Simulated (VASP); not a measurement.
Wanted: the native input for a VASP 6.6.1 run.

```yaml
Task: single point
Functional: PBE
Potentials_or_basis: VASP PAW PBE potentials, release 64 (Ba_sv, Zr_sv, O)
Cutoff: 520 eV
k_mesh: 4 × 4 × 4
Occupations: gaussian, width 0.1 eV
Spin: no spin polarisation
Dipole_correction: no
Further_INCAR_settings: ALGO = Normal; EDIFF = 1e-06; NBANDS = 28
```

The structure of BaZrO3 lies in POSCAR:

```
BaZrO3
1.0
    4.2267268713      0.0000000000      0.0000000000
    0.0000000000      4.2267268713      0.0000000000
    0.0000000000      0.0000000000      4.2267268713
Ba Zr O
1 1 3
Direct
    0.5000000000      0.5000000000      0.5000000000
    0.0000000000      0.0000000000      0.0000000000
    0.5000000000      0.0000000000      0.0000000000
    0.0000000000      0.5000000000      0.0000000000
    0.0000000000      0.0000000000      0.5000000000
```

The input as run:

INCAR

```
ALGO = Normal ; EDIFF = 1E-6
ENCUT = 520 ; GGA = PE
ISIF = 2 ; ISMEAR = 0
LASPH = True ; LCHARG = False
LREAL = False ; LWAVE = False
NBANDS = 28 ; NELM = 80
PREC = Accurate ; SIGMA = 0.1
```

KPOINTS

```
k-points
0
Gamma
  4 4 4
```

Potentials or basis: VASP PAW PBE potentials, release 64 (Ba_sv, Zr_sv, O).

Launch:

```sh
$ cat potpaw_PBE.64/Ba_sv/POTCAR potpaw_PBE.64/Zr_sv/POTCAR potpaw_PBE.64/O/POTCAR > POTCAR
$ mpirun -np 1 vasp_std > vasp.out
```

Results of the run:

- Pressure: 1.0 GPa
- Band gap on the k mesh: 3.13 eV, indirect (least direct gap 3.38 eV)

Caveat: spin-orbit coupling is left out, which moves the levels of the heavy elements.

Run time: 19 s on 1 thread of AMD EPYC 7R13 Processor (Zen 3), on a shared host, peak memory 0.15 GiB.
